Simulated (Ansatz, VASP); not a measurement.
## Two plane-wave programs on NaI

```xyz
2
Lattice="0.0000 3.2364 3.2364 3.2364 0.0000 3.2364 3.2364 3.2364 0.0000" Properties=species:S:1:pos:R:3 pbc="T T T"
Na    0.0000    0.0000    0.0000
I     3.2364    3.2364    3.2364
```

Alike in both runs: task single point; functional LDA; k mesh 8 × 8 × 8; occupations gaussian, width 0.05 eV; no spin polarisation.

```csv
,VASP,Ansatz
version,VASP 6.6.1,Ansatz 0.2.0
potentials or method,"VASP PAW LDA potentials, release 64 (Na_pv, I), cutoff 520 eV","scalar-relativistic, plane waves, PAW"
valence electrons in the cell,14,26
```

VASP gave:

| Quantity | Value |
| --- | --- |
| gap on the k mesh at the Fermi level (eV) | 3.35 |
| least direct gap on the mesh (eV) | 3.35 |
| pressure (GPa) | -1.6 |

**Question.** Which values does Ansatz return?

**Answer.** gap on the k mesh at the Fermi level (eV): 3.33; least direct gap on the mesh (eV): 3.33; pressure (GPa): -1.6.

LDA's correlation is that of Perdew and Zunger in VASP and of Perdew and Wang (1992) in Ansatz. VASP's potentials hold 14 valence electrons a cell and Ansatz's 26, so a difference there can come from the potentials and not from the codes.

Neither program's run includes spin-orbit coupling.
